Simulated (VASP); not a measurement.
# Al9H in VASP: a series of runs, part 2 of 2

VASP 6.6.1. Earlier steps stand in the parts before.

**4. Single point, PBE**

Input file INCAR:

```
SYSTEM = Al9H
PREC = Accurate
ENCUT = 520
EDIFF = 1E-7
ISMEAR = 0
SIGMA = 0.1
LREAL = Auto
LASPH = .True.
NELM = 80
ALGO = Normal
ISIF = 2
LWAVE = .False.
LCHARG = .False.
LDIPOL = .True.
IDIPOL = 3
DIPOL = 0.5 0.5 0.304
GGA = PE
NBANDS = 44
```

Input file KPOINTS:

```
Automatic mesh
0
Gamma
  5 3 1
  0 0 0
```

Input file POSCAR:

```
Al9H
1.0
    5.7070863109      0.0000000000      0.0000000000
   -1.4267715777      9.7014842373      0.0000000000
    0.0000000000      0.0000000000     22.7903703632
Al H
18 2
Direct
    0.2662216041      0.0648864163      0.1755127247
    0.7662216041      0.0648864163      0.1755127247
    0.3354806058      0.3419224231      0.2192029853
    0.8354806058      0.3419224231      0.2192029853
    0.1493324061      0.5973296244      0.2279410374
    0.6493324061      0.5973296244      0.2279410374
    0.4631842064      0.8527368258      0.2366790895
    0.9631842064      0.8527368258      0.2366790895
    0.0319772084      0.1277109167      0.2808262503
    0.5319772084      0.1277109167      0.2808262503
    0.0997917590      0.4042231279      0.3301071124
    0.5997917590      0.4042231279      0.3301071124
    0.4144000530      0.6596656505      0.3369822082
    0.9144000530      0.6596656505      0.3369822082
    0.2263076920      0.9110819249      0.3449259127
    0.7263076920      0.9110819249      0.3449259127
    0.2962427236      0.1814071990      0.3857054635
    0.7962427236      0.1814071990      0.3857054635
    0.4193609451      0.9110819249      0.4997887345
    0.5332544390      0.9110819249      0.4997887345
```

Potentials or basis: VASP PAW PBE potentials, release 64 (Al, H).

Command:

```bash
> cat potpaw_PBE.64/Al/POTCAR potpaw_PBE.64/H/POTCAR > POTCAR
> mpirun -np 1 vasp_std > vasp.out
```

OUTCAR:

```text
SYSTEM = Al9H
   PREC = Accurate
   ENCUT = 520
   EDIFF = 1E-7
   ISMEAR = 0
   LREAL = Auto
   LASPH = .True.
   NELM = 80
   ISIF = 2
   GGA = PE

 ion  position               nearest neighbor table
   1  0.266  0.065  0.176-   2 2.85   2 2.85   9 2.86  10 2.86   7 2.87   8 2.87   3 2.87
   2  0.766  0.065  0.176-   1 2.85   1 2.85  10 2.86   9 2.86   8 2.87   7 2.87   4 2.87
   3  0.335  0.342  0.219-   4 2.85   4 2.85   6 2.87   5 2.87   1 2.87   9 2.89  10 2.89  12 2.96
                            11 2.97
   4  0.835  0.342  0.219-   3 2.85   3 2.85   5 2.87   6 2.87   2 2.87  10 2.89   9 2.89  11 2.96
                            12 2.97
   5  0.149  0.597  0.228-   6 2.85   6 2.85   4 2.87   3 2.87   7 2.87   8 2.87  13 2.93  14 2.93
                            11 2.99
   6  0.649  0.597  0.228-   5 2.85   5 2.85   3 2.87   4 2.87   8 2.87   7 2.87  14 2.93  13 2.93
                            12 2.99
   7  0.463  0.853  0.237-  10 2.85   8 2.85   8 2.85   1 2.87   5 2.87   2 2.87   6 2.87  16 2.90
                            15 2.91  13 2.96
   8  0.963  0.853  0.237-   9 2.85   7 2.85   7 2.85   2 2.87   6 2.87   1 2.87   5 2.87  15 2.90
                            16 2.91  14 2.96
   9  0.032  0.128  0.281-  18 2.83  17 2.83   8 2.85  10 2.85  10 2.85   1 2.86   2 2.86   3 2.89
                             4 2.89  11 2.91  15 2.93  16 2.93
  10  0.532  0.128  0.281-  17 2.83  18 2.83   7 2.85   9 2.85   9 2.85   2 2.86   1 2.86   4 2.89
                             3 2.89  12 2.91  16 2.93  15 2.93
  11  0.100  0.404  0.330-  12 2.85  12 2.85  14 2.86  13 2.87  18 2.88  17 2.89   9 2.91   4 2.96
                             3 2.97   5 2.99
  12  0.600  0.404  0.330-  11 2.85  11 2.85  13 2.86  14 2.87  17 2.88  18 2.89  10 2.91   3 2.96
                             4 2.97   6 2.99
  13  0.414  0.660  0.337-  16 2.83  15 2.83  14 2.85  14 2.85  12 2.86  11 2.87   5 2.93   6 2.93
                             7 2.96
  14  0.914  0.660  0.337-  15 2.83  16 2.83  13 2.85  13 2.85  11 2.86  12 2.87   6 2.93   5 2.93
                             8 2.96
  15  0.226  0.911  0.345-  17 2.78  14 2.83  13 2.83  16 2.85  16 2.85   8 2.90   7 2.91   9 2.93
                            10 2.93
  16  0.726  0.911  0.345-  18 2.78  13 2.83  14 2.83  15 2.85  15 2.85   7 2.90   8 2.91  10 2.93
                             9 2.93
[... 203 lines left out ...]

 dipolmoment           0.000000      0.000000     -0.008447 electrons x Angstroem

 Free energy of the ion-electron system (eV)
  ---------------------------------------------------
  ext. energy  EPLUGINS =         0.00000000
  ---------------------------------------------------
  free energy    TOTEN  =       -67.79713250 eV

  energy without entropy =      -67.75089699  energy(sigma->0) =      -67.77401474

 E-fermi :  -1.1872     XC(G=0):  -3.3989

 val. band max:       -1.2072970540   @ k =   0.0000   0.3333   0.0000
 cond. band min:      -1.1704288497   @ k =   0.2000   0.0000   0.0000
 fundamental gap:      0.0368682043
 Fermi energy:        -1.1871655786

 k-point     1 :       0.0000    0.0000    0.0000
  band No.  band energies     occupation
      1     -11.2565      2.00000
      2      -9.7153      2.00000
      3      -9.6163      2.00000
      4      -8.9756      2.00000
      5      -7.9448      2.00000
      6      -7.1573      2.00000
[... 333 lines left out ...]
     39       0.9366      0.00000
     40       1.0451      0.00000
 [bands above 40 left out]

------------------------ aborting loop because EDIFF is reached ----------------------------------------

 vacuum level on the upper side and lower side of the slab       (xc-potential included)        -0.047        -0.019

  FORCE on cell =-STRESS in cart. coord.  units (eV):
  Direction    XX          YY          ZZ          XY          YZ          ZX
  --------------------------------------------------------------------------------------
  -------------------------------------------------------------------------------------
  Total       -8.6321449    -12.6212249     -0.0248648      0.0690620     -0.6335799      0.0095498
  in kB      -10.9603721    -16.0253706     -0.0315713      0.0876891     -0.8044665      0.0121255
  external PRESSURE =      -9.0057713 kB  Pullay stress =       0.0000000 kB

 VOLUME and BASIS-vectors are now :
 -----------------------------------------------------------------------------
  energy-cutoff  :      520.00
  volume of cell :     1261.84
      direct lattice vectors                 reciprocal lattice vectors
     5.707086311  0.000000000  0.000000000     0.175220760  0.025769253  0.000000000
    -1.426771578  9.701484237  0.000000000     0.000000000  0.103077011  0.000000000
     0.000000000  0.000000000 22.790370363     0.000000000  0.000000000  0.043878181

 POSITION                                       TOTAL-FORCE (eV/Angst)
 -----------------------------------------------------------------------------------
      1.42677      0.62949      4.00000        -0.014938      0.157308      0.031088
      4.28031      0.62949      4.00000         0.002620      0.155559      0.032127
      1.42677      3.31715      4.99572         0.001408      0.035453      0.060557
      4.28031      3.31715      4.99572         0.010241      0.038088      0.059810
      0.00000      5.79498      5.19486         0.000660     -0.073169      0.030015
      2.85354      5.79498      5.19486        -0.003192     -0.074438      0.028816
[... 12 lines left out ...]
      1.09342      8.83885     11.39037        -4.885325     -0.009413      0.029482
      1.74342      8.83885     11.39037         4.886469     -0.008913      0.029761
 -----------------------------------------------------------------------------------
    total drift:                               -0.007732     -0.032299     -0.007359

  FREE ENERGIE OF THE ION-ELECTRON SYSTEM (eV)
  ---------------------------------------------------
  free  energy   TOTEN  =       -67.7971324964 eV

  energy  without entropy=      -67.7508969896  energy(sigma->0) =      -67.77401474

 vacuum level on the upper side and lower side of the slab         2.920         2.949
```

It took 35 min on 1 thread of Intel Xeon 8259CL, shared host; peak memory 1.2 GiB.

Results:

```yaml
Free_energy: -67.7971 eV
Largest_force: 4.887 eV/Å
Band_gap_on_the_k_mesh: zero (bands 28 and 29 overlap by 0.73 eV)
```

Forces on the atoms (eV/Å):
```
Al  -0.015  0.157  0.031
Al   0.003  0.156  0.032
Al   0.001  0.035  0.061
Al   0.010  0.038  0.060
Al   0.001 -0.073  0.030
Al  -0.003 -0.074  0.029
Al   0.000 -0.103 -0.121
Al   0.004 -0.100 -0.117
Al   0.000  0.010 -0.002
Al   0.001  0.011 -0.005
Al   0.003 -0.014 -0.001
Al   0.004 -0.011 -0.002
Al  -0.005 -0.007 -0.004
Al  -0.004 -0.008 -0.003
Al  -0.011 -0.001 -0.014
Al   0.006  0.002 -0.015
Al  -0.004  0.002 -0.009
Al   0.008 -0.001 -0.007
H   -4.885 -0.009  0.029
H    4.886 -0.009  0.030
```

Levels at points of the mesh, in eV from the Fermi level:
| k point | band 26 | band 27 | band 28 | band 29 | band 30 | band 31 |
| --- | --- | --- | --- | --- | --- | --- |
| (0.00, 0.00, 0.00) | -1.08 | -0.94 | -0.62 | -0.58 | -0.27 | 0.11 |

**5. Summary**

| cell | gap on the mesh (eV) | largest force (eV/Å) |
| --- | --- | --- |
| as given, atomic positions A | none | 5.30 |
| as given, atomic positions B | none | 4.93 |
| as given, atomic positions C | none | 4.89 |

Alike in all rows: task single point; level PBE; potentials or basis VASP PAW PBE potentials, release 64 (Al, H); no spin polarisation; k mesh 5 × 3 × 1; cutoff (eV) 520; smearing gaussian 0.1 eV.

Absolute energies hang on the potentials; compare differences alone.

The gap in the log of VASP goes by the Fermi energy; the results here count the filled bands.